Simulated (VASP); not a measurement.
# Ga2O3 (C2/m) in VASP: notebook

Aim: see how the results for Ga2O3 move with the level of theory and the settings. Levels: revPBE, PBE+D4, PBE. Tasks: single point.

Everything below comes from runs of VASP 6.6.1. Logs are shortened: lines on timing, memory, paths and dates and some standing lists are left out, and cuts for length are marked.

## 1. The cell of the first run

It takes space group C2/m (No. 12, monoclinic). Conventional cell: a = 12.375 Å, b = 3.077 Å, c = 5.874 Å, α = 90.00°, β = 103.83°, γ = 90.00°. Ga (site symmetry m) has 6 O at 1.96 to 2.10 Å within 2.6 Å. Within 2.5 Å of Ga (site symmetry m) lie 4 O at 1.86 to 1.89 Å. O (site symmetry m) has 3 Ga at 1.86 to 1.96 Å within 2.5 Å. Within 2.5 Å of O (site symmetry m) lie 4 Ga at 1.89 to 2.10 Å. O (site symmetry m) has 3 Ga at 1.86 to 1.96 Å within 2.5 Å.

## 2. Single point, revPBE

The input, INCAR:

```
SYSTEM = Ga2O3
ALGO = Normal
EDIFF = 1E-7
ENCUT = 520
GGA = RE
ISIF = 2
ISMEAR = -1
LASPH = .True.
LCHARG = .True.
LELF = .True.
LREAL = .False.
LVHAR = .True.
LWAVE = .False.
NBANDS = 55
NELM = 100
PREC = Accurate
SIGMA = 0.05
```

The input, KPOINTS:

```
k-points
0
Gamma
  9 9 5
  0 0 0
```

The input, POSCAR:

```
Ga2O3
1.0
    6.1873644791     -1.5385332127      0.0000000000
    6.1873644791      1.5385332127      0.0000000000
   -1.4042276835      0.0000000000      5.7040962965
Ga O
4 6
Direct
    0.3413400000      0.3413400000      0.6859800000
    0.6586600000      0.6586600000      0.3140200000
    0.9095000000      0.9095000000      0.2054000000
    0.0905000000      0.0905000000      0.7946000000
    0.5041000000      0.5041000000      0.7434000000
    0.4959000000      0.4959000000      0.2566000000
    0.8267000000      0.8267000000      0.4368000000
    0.1733000000      0.1733000000      0.5632000000
    0.8355000000      0.8355000000      0.8902000000
    0.1645000000      0.1645000000      0.1098000000
```

Potentials or basis: VASP PAW PBE potentials, release 64 (Ga_d, O).

Run with:

```sh
$ cat potpaw_PBE.64/Ga_d/POTCAR potpaw_PBE.64/O/POTCAR > POTCAR
$ mpirun -np 1 vasp_std > vasp.out
```

OUTCAR:

```text
SYSTEM = Ga2O3
   EDIFF = 1E-7
   ENCUT = 520
   GGA = RE
   ISIF = 2
   ISMEAR = -1
   LASPH = .True.
   LREAL = .False.
   NELM = 100
   PREC = Accurate

 ion  position               nearest neighbor table
   1  0.341  0.341  0.686-   5 1.96   9 1.96   9 1.96   8 2.03   7 2.10   7 2.10
   2  0.659  0.659  0.314-   6 1.96  10 1.96  10 1.96   7 2.03   8 2.10   8 2.10
   3  0.910  0.910  0.205-   6 1.86   6 1.86   9 1.86   7 1.89
   4  0.090  0.090  0.795-   5 1.86   5 1.86  10 1.86   8 1.89
   5  0.504  0.504  0.743-   4 1.86   4 1.86   1 1.96
   6  0.496  0.496  0.257-   3 1.86   3 1.86   2 1.96
   7  0.827  0.827  0.437-   3 1.89   2 2.03   1 2.10   1 2.10
   8  0.173  0.173  0.563-   4 1.89   1 2.03   2 2.10   2 2.10
   9  0.836  0.836  0.890-   3 1.86   1 1.96   1 1.96
  10  0.164  0.164  0.110-   4 1.86   2 1.96   2 1.96

  LATTYP: Found a base centered monoclinic cell.
 ALAT       =    12.3747289582
 B/A-ratio  =     0.2486572785
 C/A-ratio  =     0.4747093499
 COS(beta)  =    -0.2390419096

  Lattice vectors:

 A1 = (   6.1873644791,  -1.5385332127,   0.0000000000)
 A2 = (   6.1873644791,   1.5385332127,   0.0000000000)
 A3 = (  -1.4042276835,   0.0000000000,   5.7040962965)

Analysis of symmetry for initial positions (statically):
=====================================================================
 Subroutine PRICEL returns:
 Original cell was already a primitive cell.

 Routine SETGRP: Setting up the symmetry group for a
 base centered monoclinic supercell.

 Subroutine GETGRP returns: Found  4 space group operations
 (whereof  4 operations were pure point group operations)
 out of a pool of  4 trial point group operations.

The static configuration has the point symmetry C_2h.

Analysis of symmetry for dynamics (positions and initial velocities):
=====================================================================
 Subroutine PRICEL returns:
 Original cell was already a primitive cell.

 Routine SETGRP: Setting up the symmetry group for a
 base centered monoclinic supercell.

 Subroutine GETGRP returns: Found  4 space group operations
 (whereof  4 operations were pure point group operations)
 out of a pool of  4 trial point group operations.

The dynamic configuration has the point symmetry C_2h.

 Subroutine INISYM returns: Found  4 space group operations
 (whereof  4 operations are pure point group operations),
 and found     1 'primitive' translations

----------------------------------------------------------------------------------------

                                     Primitive cell

  volume of cell :     108.5999

  direct lattice vectors                    reciprocal lattice vectors
     6.187364479 -1.538533213  0.000000000     0.080809851 -0.324984860  0.019893674
     6.187364479  1.538533213  0.000000000     0.080809851  0.324984860  0.019893674
    -1.404227684  0.000000000  5.704096297     0.000000000  0.000000000  0.175312608

  length of vectors
     6.375779454  6.375779454  5.874399539     0.335471533  0.335471533  0.175312608

  position of ions in fractional coordinates (direct lattice)
     0.341340000  0.341340000  0.685980000
     0.658660000  0.658660000  0.314020000
     0.909500000  0.909500000  0.205400000
     0.090500000  0.090500000  0.794600000
     0.504100000  0.504100000  0.743400000
     0.495900000  0.495900000  0.256600000
     0.826700000  0.826700000  0.436800000
     0.173300000  0.173300000  0.563200000
     0.835500000  0.835500000  0.890200000
     0.164500000  0.164500000  0.109800000

  ion indices of the primitive-cell ions
   primitive index   ion index
                 1           1
                 2           2
                 3           3
                 4           4
                 5           5
                 6           6
                 7           7
                 8           8
                 9           9
                10          10

----------------------------------------------------------------------------------------

 KPOINTS: k-points

Automatic generation of k-mesh.
[... 46 lines left out ...]
   AEXX    =    0.0000 exact exchange contribution
   IVDW    =     0    specifies the selected vdW correction
   LEPSILON=     F    determine dielectric tensor
   LRPA    =     F    only Hartree local field effects (RPA)
 non-spin polarized calculation
  energy-cutoff  :      520.00
  volume of cell :      108.60
 maximum number of plane-waves:      2939
   NGX = 23   NGY = 23   NGZ = 21

 number of electron      88.0000000 magnetization

 Free energy of the ion-electron system (eV)
  ---------------------------------------------------
  ext. energy  EPLUGINS =         0.00000000
  ---------------------------------------------------
  free energy    TOTEN  =       -56.19901601 eV

  energy without entropy =      -56.19901601  energy(sigma->0) =      -56.19901601

 E-fermi :   4.7714     XC(G=0): -11.2284

 val. band max:        3.6424516547   @ k =  -0.4444   0.4444   0.4000
 cond. band min:       5.7901734717   @ k =   0.0000   0.0000   0.0000
 fundamental gap:      2.1477218170
 Fermi energy:         4.7713696347

 k-point     1 :       0.0000    0.0000    0.0000
  band No.  band energies     occupation
      1     -15.0919      2.00000
      2     -14.0263      2.00000
      3     -13.9934      2.00000
      4     -13.8754      2.00000
      5     -13.4395      2.00000
      6     -13.4208      2.00000
[... 47 lines left out ...]
     54      15.7695      0.00000
     55      16.0605      0.00000

 k-point     2 :       0.1111    0.0000    0.0000
  band No.  band energies     occupation
      1     -15.0026      2.00000
      2     -13.9993      2.00000
      3     -13.9886      2.00000
      4     -13.8158      2.00000
      5     -13.4418      2.00000
      6     -13.4216      2.00000
[... 47 lines left out ...]
     54      15.0475      0.00000
     55      15.3206      0.00000
[... 1216 lines left out ...]
     54      14.7861      0.00000
     55      14.9067      0.00000

 k-point    24 :       0.4444    0.4444    0.0000
  band No.  band energies     occupation
      1     -14.7933      2.00000
      2     -14.5780      2.00000
      3     -14.0068      2.00000
      4     -13.6359      2.00000
      5     -13.4423      2.00000
      6     -13.4261      2.00000
[... 47 lines left out ...]
     54      15.6330      0.00000
     55      15.8682      0.00000

 [... further k-points ...]

------------------------ aborting loop because EDIFF is reached ----------------------------------------

  FORCE on cell =-STRESS in cart. coord.  units (eV):
  Direction    XX          YY          ZZ          XY          YZ          ZX
  --------------------------------------------------------------------------------------
  -------------------------------------------------------------------------------------
  Total        3.7751904      3.7896805      3.3667875      0.0000000      0.0000000      0.0456814
  in kB       55.6954897     55.9092623     49.6703093      0.0000000      0.0000000      0.6739388
  external PRESSURE =      53.7583538 kB  Pullay stress =       0.0000000 kB

 VOLUME and BASIS-vectors are now :
 -----------------------------------------------------------------------------
  energy-cutoff  :      520.00
  volume of cell :      108.60
      direct lattice vectors                 reciprocal lattice vectors
     6.187364479 -1.538533213  0.000000000     0.080809851 -0.324984860  0.019893674
     6.187364479  1.538533213  0.000000000     0.080809851  0.324984860  0.019893674
    -1.404227684  0.000000000  5.704096297     0.000000000  0.000000000  0.175312608

 POSITION                                       TOTAL-FORCE (eV/Angst)
 -----------------------------------------------------------------------------------
      3.26072      0.00000      3.91290         0.028311      0.000000      0.019180
      7.70978      0.00000      1.79120        -0.028311      0.000000     -0.019180
     10.96639      0.00000      1.17162        -0.006766      0.000000     -0.088475
      0.00411      0.00000      4.53247         0.006766      0.000000      0.088475
      5.19420      0.00000      4.24043         0.001610      0.000000      0.005534
      5.77630      0.00000      1.46367        -0.001610      0.000000     -0.005534
      9.61682      0.00000      2.49155         0.027594      0.000000     -0.021900
      1.35368      0.00000      3.21255        -0.027594      0.000000      0.021900
      9.08904      0.00000      5.07779        -0.071446      0.000000      0.120685
      1.88146      0.00000      0.62631         0.071446      0.000000     -0.120685
 -----------------------------------------------------------------------------------
    total drift:                                0.000000      0.000000      0.000000

  FREE ENERGIE OF THE ION-ELECTRON SYSTEM (eV)
  ---------------------------------------------------
  free  energy   TOTEN  =       -56.1990160118 eV

  energy  without entropy=      -56.1990160118  energy(sigma->0) =      -56.19901601
```

Run time: 22 min. Hardware: 1 thread of Intel Xeon Platinum 8259CL at 2.50GHz (Skylake/Cascade Lake), shared host; peak memory 0.65 GiB.

What came out:

```
Free energy            : -56.1990 eV
Pressure               : 5.4 GPa
Largest force          : 0.140 eV/Å
Band gap on the k mesh : 2.15 eV (least direct gap 2.18 eV)
```

Forces in eV/Å, atoms in the order of the input:
```
Ga   0.028  0.000  0.019
Ga  -0.028  0.000 -0.019
Ga  -0.007  0.000 -0.088
Ga   0.007  0.000  0.088
O    0.002  0.000  0.006
O   -0.002  0.000 -0.006
O    0.028  0.000 -0.022
O   -0.028  0.000  0.022
O   -0.071  0.000  0.121
O    0.071  0.000 -0.121
```

Caveat: the cell stands under pressure; the PAW data sets were made with another functional, which shifts forces and pressure a little; an odd mesh through Γ misses points on the zone boundary, where band edges can lie. Expect the measured gap to be larger: semilocal functionals such as revPBE lack the derivative discontinuity.

## 3. Single point, revPBE

This run uses another cell than the first one, of 11.07 Å³/atom.

The input, INCAR:

```
SYSTEM = Ga2O3
  ALGO = Normal
  EDIFF = 1E-6
  ENCUT = 520
  GGA = RE
  ISIF = 2
  ISMEAR = -1
  LASPH = .True.
  LCHARG = .False.
  LREAL = .False.
  LWAVE = .False.
  NBANDS = 55
  NELM = 60
  PREC = Accurate
  SIGMA = 0.05
```

KPOINTS is that of step 2.

Changes to POSCAR since step 2:

```diff
@@ -2,5 +2,5 @@
 1.0
-    6.1873644791     -1.5385332127      0.0000000000
-    6.1873644791      1.5385332127      0.0000000000
-   -1.4042276835      0.0000000000      5.7040962965
+    6.2267755065     -1.5483330515      0.0000000000
+    6.2267755065      1.5483330515      0.0000000000
+   -1.4131720500      0.0000000000      5.7404290996
 Ga O
```

Potentials or basis: VASP PAW PBE potentials, release 64 (Ga_d, O).

Run with:

```sh
$ cat potpaw_PBE.64/Ga_d/POTCAR potpaw_PBE.64/O/POTCAR > POTCAR
$ mpirun -np 1 vasp_std > vasp.out
```

It took 14 min on 1 thread of Intel Xeon Platinum 8488C (Sapphire Rapids), shared host; peak memory 0.65 GiB.

The run converged. Its results:

| Quantity | Value |
| --- | --- |
| Free energy | -56.2487 eV |
| Pressure | 1.9 GPa |
| Largest force | 0.120 eV/Å |
| Band gap on the k mesh | 1.98 eV (least direct gap 2.01 eV) |

Forces on the atoms (eV/Å):
```
Ga   0.025  0.000  0.052
Ga  -0.025  0.000 -0.052
Ga   0.043  0.000 -0.094
Ga  -0.043  0.000  0.094
O    0.077  0.000  0.036
O   -0.077  0.000 -0.036
O    0.012  0.000 -0.046
O   -0.012  0.000  0.046
O    0.018  0.000  0.118
O   -0.018  0.000 -0.118
```

Stress tensor (GPa, compression positive):
```
2.26 0.00 0.02
0.00 1.80 0.00
0.02 0.00 1.49
```

Levels at points of the mesh, in eV from the valence-band top:
| k point | band 42 | band 43 | band 44 | band 45 | band 46 | band 47 |
| --- | --- | --- | --- | --- | --- | --- |
| (0.00, 0.00, 0.00) | -0.45 | -0.28 | -0.03 | 1.98 | 5.33 | 6.26 |

Caveat: the PAW data sets were made with another functional, which shifts forces and pressure a little; an odd mesh through Γ misses points on the zone boundary, where band edges can lie.

## 4. Single point, PBE+D4

The input, INCAR:

```
SYSTEM = Ga2O3
PREC = Accurate ; ENCUT = 520
EDIFF = 1E-6 ; ISMEAR = -1
SIGMA = 0.05 ; LREAL = .FALSE.
LASPH = .TRUE. ; NELM = 80
ALGO = Normal ; ISIF = 2
LWAVE = .FALSE. ; LCHARG = .FALSE.
GGA = PE ; IVDW = 13
NBANDS = 55
```

The input, KPOINTS:

```
regular mesh
0
G
  9 9 5
  0 0 0
```

Changes to POSCAR since step 3:

```diff
@@ -2,5 +2,5 @@
 1.0
-    6.2267755065     -1.5483330515      0.0000000000
-    6.2267755065      1.5483330515      0.0000000000
-   -1.4131720500      0.0000000000      5.7404290996
+    6.1873644791     -1.5385332127      0.0000000000
+    6.1873644791      1.5385332127      0.0000000000
+   -1.4042276835      0.0000000000      5.7040962965
 Ga O
```

Run with:

```sh
$ cat potpaw_PBE.64/Ga_d/POTCAR potpaw_PBE.64/O/POTCAR > POTCAR
$ mpirun -np 1 vasp_std > vasp.out
```

It took 41 min on 1 thread of Intel Xeon 8259CL, shared host; peak memory 0.66 GiB.

Results (log left out):

- Free energy: -62.7012 eV
- Pressure: -2.3 GPa
- Largest force: 0.104 eV/Å
- Band gap on the k mesh: 2.07 eV (least direct gap 2.09 eV)
- Dispersion energy per atom: -0.303 eV

Forces on the atoms (eV/Å):
```
Ga   0.027  0.000  0.034
Ga  -0.027  0.000 -0.034
Ga  -0.002  0.000 -0.082
Ga   0.002  0.000  0.082
O    0.014  0.000  0.015
O   -0.014  0.000 -0.015
O    0.006  0.000 -0.021
O   -0.006  0.000  0.021
O   -0.013  0.000  0.103
O    0.013  0.000 -0.103
```

Stress tensor (GPa, compression positive):
```
-2.11  0.00  0.04
 0.00 -2.17  0.00
 0.04  0.00 -2.68
```

Levels at points of the mesh, in eV from the valence-band top:
```tsv
k point	band 40	band 41	band 42	band 43	band 44	band 45	band 46	band 47	band 48	band 49
(0.00, 0.00, 0.00)	-0.69	-0.67	-0.46	-0.28	-0.03	2.07	5.40	6.38	6.52	7.58
```

Caveat: an odd mesh through Γ misses points on the zone boundary, where band edges can lie.

## 5. Single point, PBE

This run uses another cell than the first one, of 10.96 Å³/atom.

The input, INCAR:

```
PREC = Accurate
ENCUT = 520
EDIFF = 1E-6
ISMEAR = -1
SIGMA = 0.05
LREAL = F
LASPH = T
NELM = 60
ALGO = Normal
ISIF = 2
LWAVE = F
LCHARG = F
GGA = PE
NBANDS = 55
```

The input, KPOINTS:

```
Automatic mesh
0
Gamma
  9 9 5
```

The input, POSCAR:

```
Ga2O3
1.0
    6.2273115934     -1.5414646309      0.0117326157
    6.2273115934      1.5414646309      0.0117326157
   -1.4024774833      0.0000000000      5.7066100333
Ga O
4 6
Direct
    0.3415012020      0.3415012020      0.6859176674
    0.6584987980      0.6584987980      0.3140823326
    0.9101180680      0.9101180680      0.2053273595
    0.0898819320      0.0898819320      0.7946726405
    0.5039714680      0.5039714680      0.7432886465
    0.4960285320      0.4960285320      0.2567113535
    0.8262888942      0.8262888942      0.4356103948
    0.1737111058      0.1737111058      0.5643896052
    0.8365261607      0.8365261607      0.8908877558
    0.1634738393      0.1634738393      0.1091122442
```

Run with:

```sh
$ cat potpaw_PBE.64/Ga_d/POTCAR potpaw_PBE.64/O/POTCAR > POTCAR
$ mpirun -np 1 vasp_std > vasp.out
```

It took 13 min on 1 thread of AMD EPYC 9R45 (Zen 5), shared host; peak memory 0.62 GiB.

It converged, with:

| Quantity | Value |
| --- | --- |
| Free energy | -59.6780 eV |
| Pressure | 0.6 GPa |
| Largest force | 0.025 eV/Å |
| Band gap on the k mesh | 2.00 eV (least direct gap 2.02 eV) |

Forces on the atoms (eV/Å):
```
Ga   0.008  0.000 -0.004
Ga  -0.008  0.000  0.004
Ga  -0.007  0.000 -0.002
Ga   0.007  0.000  0.002
O   -0.011  0.000 -0.008
O    0.011  0.000  0.008
O    0.008  0.000  0.006
O   -0.008  0.000 -0.006
O   -0.022  0.000  0.011
O    0.022  0.000 -0.011
```

Stress tensor (GPa, compression positive):
```
0.57 0.00 0.03
0.00 0.75 0.00
0.03 0.00 0.60
```

Levels at points of the mesh, in eV from the valence-band top:
```csv
k point,band 42,band 43,band 44,band 45,band 46,band 47
"(0.00, 0.00, 0.00)",-0.46,-0.28,-0.02,2.00,5.36,6.28
```

Caveat: an odd mesh through Γ misses points on the zone boundary, where band edges can lie.

## 6. Single point, PBE

This run uses another cell than the first one, of 10.99 Å³/atom.

The input, INCAR:

```
ALGO = Normal
EDIFF = 1E-7
ENCUT = 520
GGA = PE
ISIF = 2
ISMEAR = -1
LASPH = T
LCHARG = T
LELF = T
LREAL = F
LVHAR = T
LWAVE = F
NBANDS = 55
NELM = 100
PREC = Accurate
SIGMA = 0.05
```

The input, KPOINTS:

```
k-points
0
Gamma
  9 9 5
```

The input, POSCAR:

```
Ga2O3
1.0
    6.2331082142     -1.5428996587      0.0126080699
    6.2331082142      1.5428996587      0.0126080699
   -1.4029859552      0.0000000000      5.7102423842
Ga O
4 6
Direct
    0.3414638133      0.3414638133      0.6859654284
    0.6585361867      0.6585361867      0.3140345716
    0.9101553278      0.9101553278      0.2054319054
    0.0898446722      0.0898446722      0.7945680946
    0.5038962435      0.5038962435      0.7432376981
    0.4961037565      0.4961037565      0.2567623019
    0.8262470859      0.8262470859      0.4356513512
    0.1737529141      0.1737529141      0.5643486488
    0.8365126911      0.8365126911      0.8909013322
    0.1634873089      0.1634873089      0.1090986678
```

Potentials or basis: VASP PAW PBE potentials, release 64 (Ga_d, O).

Run with:

```sh
$ cat potpaw_PBE.64/Ga_d/POTCAR potpaw_PBE.64/O/POTCAR > POTCAR
$ mpirun -np 1 vasp_std > vasp.out
```

Run time: 18 min. Hardware: 1 thread of Intel Xeon Platinum 8259CL at 2.50GHz (Skylake/Cascade Lake), shared host; peak memory 0.65 GiB.

It converged, with:

```yaml
Free_energy: -59.6791 eV
Pressure: 0.2 GPa
Largest_force: 0.025 eV/Å
Band_gap_on_the_k_mesh: 1.98 eV (least direct gap 2.00 eV)
```

Forces on the atoms (eV/Å):
```
Ga   0.009  0.000  0.002
Ga  -0.009  0.000 -0.002
Ga   0.004  0.000 -0.009
Ga  -0.004  0.000  0.009
O    0.012  0.000 -0.001
O   -0.012  0.000  0.001
O    0.016  0.000 -0.003
O   -0.016  0.000  0.003
O   -0.008  0.000  0.024
O    0.008  0.000 -0.024
```

Levels at points of the mesh, in eV from the valence-band top:
| k point | band 42 | band 43 | band 44 | band 45 | band 46 | band 47 |
| --- | --- | --- | --- | --- | --- | --- |
| (0.00, 0.00, 0.00) | -0.46 | -0.28 | -0.02 | 1.98 | 5.34 | 6.26 |

Caveat: an odd mesh through Γ misses points on the zone boundary, where band edges can lie.

## 7. The runs side by side

```tsv
level	cell	gap on the mesh (eV)	pressure (GPa)	largest force (eV/Å)
revPBE	a = 6.376, b = 6.376, c = 5.874 Å, angles 103.4, 103.4, 27.9°, 10 atoms, atomic positions A	2.15	5.4	0.14
revPBE	a = 6.416, b = 6.416, c = 5.912 Å, angles 103.4, 103.4, 27.9°, 10 atoms, atomic positions A	1.98	1.9	0.12
PBE+D4	a = 6.376, b = 6.376, c = 5.874 Å, angles 103.4, 103.4, 27.9°, 10 atoms, atomic positions A	2.07	-2.3	0.10
PBE	a = 6.415, b = 6.415, c = 5.876 Å, angles 103.3, 103.3, 27.8°, 10 atoms, atomic positions B	2.00	0.6	0.02
PBE	a = 6.421, b = 6.421, c = 5.880 Å, angles 103.3, 103.3, 27.8°, 10 atoms, atomic positions B	1.98	0.2	0.03
```

Alike in all rows: task single point; potentials or basis VASP PAW PBE potentials, release 64 (Ga_d, O); no spin polarisation; k mesh 9 × 9 × 5; cutoff (eV) 520; smearing fermi-dirac 0.05 eV.

Caveats: an odd mesh through Γ misses points on the zone boundary, where band edges can lie; the PAW data sets were made with another functional, which shifts forces and pressure a little (at least some runs); the cell stands under pressure (at least some runs).

Absolute energies hang on the potentials; compare differences alone.
